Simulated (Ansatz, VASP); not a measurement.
## CaSe: VASP beside Ansatz

```
CELL_PARAMETERS angstrom
0.00000 2.90696 2.90696
2.90696 0.00000 2.90696
2.90696 2.90696 0.00000
ATOMIC_POSITIONS crystal
Ca 0.00000 0.00000 0.00000
Se 0.50000 0.50000 0.50000
```

Alike in both runs: task single point; functional r2SCAN; k mesh 6 × 6 × 6; no spin polarisation.

|  | VASP | Ansatz |
| --- | --- | --- |
| version | VASP 6.6.1 | Ansatz 0.2.0 |
| potentials or method | VASP PAW PBE potentials, release 64 (Ca_sv, Se) | plane waves, PAW |
| plane-wave cutoff (eV) | 520 | 500 |
| occupations | gaussian, width 0.01 eV | fixed |
| valence electrons in the cell | 16 | 26 |

```tsv
	VASP	Ansatz	Ansatz less VASP
gap on the k mesh at the Fermi level (eV)	2.36	2.36	+0.003
pressure (GPa)	4.0	3.6	-0.31
```

VASP's potentials were made for PBE, not for r2SCAN. VASP's potentials hold 16 valence electrons a cell and Ansatz's 26, so a difference there can come from the potentials and not from the codes.
